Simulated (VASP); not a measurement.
## PtS2: single point with PBE+D3(BJ)

System: PtS2, a slab with vacuum.

```xyz
6
Lattice="3.5415 0.0000 0.0000 -1.7708 3.0671 0.0000 0.0000 0.0000 22.4671" Properties=species:S:1:pos:R:3 pbc="T T T"
S     1.7708    1.0224    4.5000
S     0.0000    2.0447    6.9745
S     0.0000    4.0894    9.6511
S     1.7708    3.0671   12.1301
Pt    0.0000    0.0000    5.7458
Pt    1.7708    5.1118   10.8860
```

This cell differs from its parent crystal: layers slid over each other, then relaxed in part.

- Program: VASP 6.6.1
- Task: single point
- Functional: PBE
- Dispersion: D3(BJ)
- Potentials or basis: VASP PAW PBE potentials, release 64 (S, Pt)
- Cutoff: 520 eV
- k mesh: 9 × 9 × 1
- Occupations: gaussian, width 0.05 eV
- Spin: no spin polarisation
- Dipole correction: yes
- Further INCAR settings: ALGO = Normal; EDIFF = 1e-07; NBANDS = 31

```json
{"Largest force": "0.040 eV/Å", "Band gap on the k mesh": "1.12 eV (least direct gap 1.41 eV)", "Dispersion energy per atom": "-0.342 eV"}
```

Forces on the atoms (eV/Å):
```
S    0.000  0.000  0.039
S    0.000  0.000 -0.036
S    0.000  0.000  0.040
S    0.000  0.000 -0.039
Pt   0.000  0.000 -0.004
Pt   0.000  0.000  0.000
```

Levels at points of the mesh, in eV from the valence-band top:
```tsv
k point	band 20	band 21	band 22	band 23	band 24	band 25
(0.00, 0.00, 0.00)	-0.77	-0.77	-0.34	2.52	2.52	2.75
```

Run time: 6.8 min on 1 thread of Intel(R) Xeon(R) Platinum 8375C CPU @ 2.90GHz (Ice Lake), with other jobs on the host, peak memory 0.37 GiB.

Caveat: the cell differs from its parent crystal (layers slid over each other, then relaxed in part); spin-orbit coupling is left out, which moves the levels of the heavy elements.
